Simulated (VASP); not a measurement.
EuO: single point with PBEsol+U

EuO:

```
Eu O
1.0
     0.00000    2.57195    2.57195
     2.57195    0.00000    2.57195
     2.57195    2.57195    0.00000
Eu O
1 1
Direct
  0.00000 0.00000 0.00000
  0.50000 0.50000 0.50000
```

```json
{
  "Program": "VASP 6.6.1",
  "Task": "single point",
  "Functional": "PBEsol",
  "Potentials or basis": "VASP PAW PBE potentials, release 64 (Eu, O)",
  "Cutoff": "600 eV",
  "k mesh": "7 × 7 × 7",
  "Occupations": "methfessel-paxton, width 0.05 eV",
  "Spin": "collinear spin, ferromagnetic start",
  "Starting moments": "[7.0, 0.0] μB",
  "Hubbard terms": "Eu f U = 6.0 eV"
}
```

```
Pressure                                              : -3.7 GPa
Net moment                                            : 7.00 μB per cell
Site moments                                          : Eu +6.73; O -0.10 μB
Valence electrons inside the program's atomic spheres : Eu 14.91; O 4.93
```

Levels at points of the mesh, in eV from the Fermi level:
Spin up:
| k point | band 13 | band 14 | band 15 | band 16 | band 17 | band 18 |
| --- | --- | --- | --- | --- | --- | --- |
| (0.00, 0.00, 0.00) | 0.01 | 0.01 | 0.01 | 0.73 | 2.84 | 2.84 |
Spin down:
| k point | band 5 | band 6 | band 7 | band 8 | band 9 | band 10 | band 11 | band 12 |
| --- | --- | --- | --- | --- | --- | --- | --- | --- |
| (0.00, 0.00, 0.00) | -15.90 | -2.64 | -2.64 | -2.64 | 1.54 | 3.81 | 3.81 | 3.81 |

Eigenvalues of the final occupation matrices:
```csv
site,spin,trace,eigenvalues
site 1 f,1,6.80,0.96 0.97 0.97 0.97 0.97 0.97 0.97
site 1 f,2,0.02,0.00 0.00 0.00 0.00 0.00 0.00 0.00
```

Run time: 100 s on 1 thread of Intel(R) Xeon(R) Platinum 8175M CPU @ 2.50GHz (Skylake/Cascade Lake), with other jobs on the host, peak memory 0.22 GiB.

Caveat: the PAW data sets were made with another functional, which shifts forces and pressure a little; spin-orbit coupling is left out, which moves the levels of the heavy elements; a cell with one magnetic atom can't hold antiferromagnetic order, which such compounds often take. The state reached can hang on the start; a lower one may exist.
